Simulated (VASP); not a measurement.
Ti, 1 atom in the cell. The structure is cubic, space group Fm-3m (No. 225). The conventional cell has a = 3.977 Å, b = 3.977 Å, c = 3.977 Å, α = 90.00°, β = 90.00°, γ = 90.00°. Ti (site symmetry m-3m) has 12 Ti at 2.81 Å within 3.7 Å. 

| Quantity | Value |
| --- | --- |
| Program | VASP 6.6.1 |
| Task | single point |
| Functional | BLYP |
| Dispersion | D3(BJ) |
| Potentials or basis | VASP PAW PBE potentials, release 64 (Ti_sv) |
| Cutoff | 520 eV |
| k mesh | 11 × 11 × 11 |
| Occupations | gaussian, width 0.025 eV |
| Spin | no spin polarisation |
| Dipole correction | no |
| Further INCAR settings | ALGO = Normal; EDIFF = 1e-06; NBANDS = 12 |

Potentials or basis: VASP PAW PBE potentials, release 64 (Ti_sv).

Launch:

```sh
$ cat potpaw_PBE.64/Ti_sv/POTCAR > POTCAR
$ mpirun -np 1 vasp_std > vasp.out
```

Hardware: 1 thread of Intel(R) Xeon(R) Platinum 8375C CPU @ 2.90GHz (Ice Lake), with other jobs on the host.

Q: Estimate the wall time of this run.

A: Run time: 20 s on 1 thread of Intel(R) Xeon(R) Platinum 8375C CPU @ 2.90GHz (Ice Lake), on a shared host, peak memory 0.15 GiB. Counts: scf iterations 13, k points 56.
